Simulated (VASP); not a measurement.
## Sc: single point with PBE+D4

The system is Sc.

```xyz
3
Lattice="4.4040 -2.5003 0.0000 4.4040 2.5003 0.0000 -0.0035 0.0000 3.2007" Properties=species:S:1:pos:R:3 pbc="T T T"
Sc    2.9317    0.0000    3.1851
Sc   -0.0017    0.0000    1.6004
Sc    5.8729    0.0000    0.0157
```

- Program: VASP 6.6.1
- Task: single point
- Functional: PBE
- Dispersion: D4
- Potentials or basis: VASP PAW PBE potentials, release 64 (Sc_sv)
- Cutoff: 520 eV
- k mesh: 5 × 5 × 7
- Occupations: methfessel-paxton, width 0.1 eV
- Spin: no spin polarisation
- Dipole correction: no
- Further INCAR settings: ALGO = Normal; EDIFF = 1e-07; NBANDS = 24

```json
{"Pressure": "0.4 GPa", "Largest force": "0.051 eV/Å", "Dispersion energy per atom": "-0.279 eV"}
```

Forces in eV/Å, atoms in the order of the input:
```
Sc   0.039  0.000  0.033
Sc   0.000  0.000  0.000
Sc  -0.039  0.000 -0.033
```

Stress tensor (GPa, compression positive):
```
0.10 0.00 0.04
0.00 0.98 0.00
0.04 0.00 0.16
```

Levels at points of the mesh, in eV from the Fermi level:
```csv
k point,band 13,band 14,band 15,band 16,band 17,band 18,band 19,band 20
"(0.00, 0.00, 0.00)",-5.13,-0.80,-0.06,-0.02,0.08,0.09,0.79,1.75
```

It took 2.6 min on 1 thread of Intel Xeon 8259CL, on a shared host, peak memory 0.22 GiB.

Caveat: pairwise dispersion overbinds metals, which lowers pressure and volume.
